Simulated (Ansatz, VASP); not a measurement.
**ZnS: VASP beside Ansatz**

File INCAR:

```
SYSTEM = ZnS
  PREC = Accurate
  ENCUT = 500
  EDIFF = 1E-6
  ISMEAR = 0
  SIGMA = 0.02
  LREAL = .FALSE.
  LASPH = .TRUE.
  NELM = 120
  ALGO = Normal
  ISIF = 2
  LWAVE = .FALSE.
  LCHARG = .FALSE.
  GGA = PE
  NBANDS = 16
  GGA_COMPAT = .FALSE.
```

The input KPOINTS:

```
Automatic mesh
0
G
  8 8 8
  0 0 0
```

The input POSCAR:

```
ZnS
1.0
    0.0000000000      2.7218243430      2.7218243430
    2.7218243430      0.0000000000      2.7218243430
    2.7218243430      2.7218243430      0.0000000000
Zn S
1 1
Direct
    0.0000000000      0.0000000000      0.0000000000
    0.2500000000      0.2500000000      0.2500000000
```

Input for Ansatz:

```yaml
crystal:
  lattice:
    - [0.0, 2.721824343, 2.721824343]
    - [2.721824343, 0.0, 2.721824343]
    - [2.721824343, 2.721824343, 0.0]
  atoms:
    - { symbol: Zn, position: [0.0, 0.0, 0.0] }
    - { symbol: S, position: [0.25, 0.25, 0.25] }
basis:
  ecutwfc: 420
kpoints:
  mp_grid: { grid: [8, 8, 8] }
  band_path:
    path:
      - [[0.0, 0.0, 0.0], [-0.5, -0.5, 0.0], [-0.375, -0.375, 0.25]]
      - [[-0.375, 0.0, 0.375], [0.0, 0.0, 0.0], [0.0, 0.0, 0.5], [-0.5, -0.25, 0.25], [-0.5, -0.5, 0.0]]
    npoints: 10
hamiltonian:
  xc: pbe
  pseudopotentials: { kind: paw, azcp: { folder: soft_1 } }
scf:
  occupations: { method: gaussian, width: 0.02 }
  n_extra_bands: 7
output:
  forces: true
  stress: true
  eigenvalues: true
```

Alike in both runs: task single point; functional PBE; k mesh 8 × 8 × 8; occupations gaussian, width 0.02 eV; no spin polarisation.

|  | VASP | Ansatz |
| --- | --- | --- |
| version | VASP 6.6.1 | Ansatz 0.2.0 |
| potentials or method | VASP PAW PBE potentials, release 64 (Zn, S), cutoff 500 eV | scalar-relativistic, plane waves, PAW |
| valence electrons in the cell | 18 | 18 |

|  | VASP | Ansatz | Ansatz less VASP |
| --- | --- | --- | --- |
| gap on the k mesh at the Fermi level (eV) | 2.02 | 2.01 | -0.007 |
| least direct gap on the mesh (eV) | 2.02 | 2.01 | -0.007 |
| pressure (GPa) | 0.1 | 0.0 | -0.13 |

With one functional, cell and mesh, what is left measures potentials, basis and numerics.
